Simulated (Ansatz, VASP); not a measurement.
One calculation of WSe, two programs

File INCAR:

```
PREC = Accurate
ENCUT = 520
EDIFF = 1E-7
ISMEAR = 0
SIGMA = 0.1
LREAL = False
LASPH = True
NELM = 150
ALGO = Normal
ISIF = 2
LWAVE = False
LCHARG = True
ISPIN = 2
MAGMOM = 1 -1 0 0
LORBIT = 11
LMAXMIX = 4
GGA = PS
LELF = True
LVHAR = True
NBANDS = 32
```

Contents of KPOINTS:

```
Automatic mesh
0
Gamma
  14 14 7
```

The input POSCAR:

```
WSe
1.0
    3.1121418422      0.0000000000      0.0000000000
    0.0000000000      3.1121418422      0.0000000000
    0.0000000000      0.0000000000      6.2242836845
W Se
2 2
Direct
    0.0000000000      1.0000000000      0.0000000000
    0.0000000000      1.0000000000      0.5000000000
    0.5000000000      0.5000000000      0.2500000000
    0.5000000000      0.5000000000      0.7500000000
```

Input for Ansatz:

```yaml
crystal:
  lattice:
    - [3.1121418422, 0.0, 0.0]
    - [0.0, 3.1121418422, 0.0]
    - [0.0, 0.0, 6.2242836845]
  atoms:
    - { symbol: W, position: [0.0, 1.0, 0.0], spin: 1.0 }
    - { symbol: Se, position: [0.5, 0.5, 0.25] }
    - { symbol: W, position: [0.0, 1.0, 0.5], spin: -1.0 }
    - { symbol: Se, position: [0.5, 0.5, 0.75] }
basis:
  ecutwfc: 420
kpoints:
  mp_grid: { grid: [14, 14, 7] }
hamiltonian:
  xc: pbesol
scf:
  occupations: { method: gaussian, width: 0.1 }
  lower_state_search: "off"
output:
  forces: true
  stress: true
  eigenvalues: true
  populations: true
magnetization:
  spin_polarized: true
```

Alike in both runs: task single point; functional PBEsol; k mesh 14 × 14 × 7; occupations gaussian, width 0.1 eV; collinear spin.

```csv
,VASP,Ansatz
version,VASP 6.6.1,Ansatz 0.2.0
potentials or method,"VASP PAW PBE potentials, release 64 (W_sv, Se), cutoff 520 eV","scalar-relativistic, plane waves, PAW"
valence electrons in the cell,40,60
```

VASP gave:

* gap on the k mesh at the Fermi level (eV): none
* pressure (GPa): 0.6
* net moment per atom (μB): 0.00

Task: Which values does Ansatz return?

Result: gap on the k mesh at the Fermi level (eV): none; pressure (GPa): 0.0; net moment per atom (μB): 0.00.

VASP's potentials were made for PBE, not for PBEsol. A gap of «none» marks a metal or a gap that the smearing closes. VASP's potentials hold 40 valence electrons a cell and Ansatz's 60, so a difference there can come from the potentials and not from the codes. Ansatz's warnings: seeded moment not kept.

Neither program's run includes spin-orbit coupling.
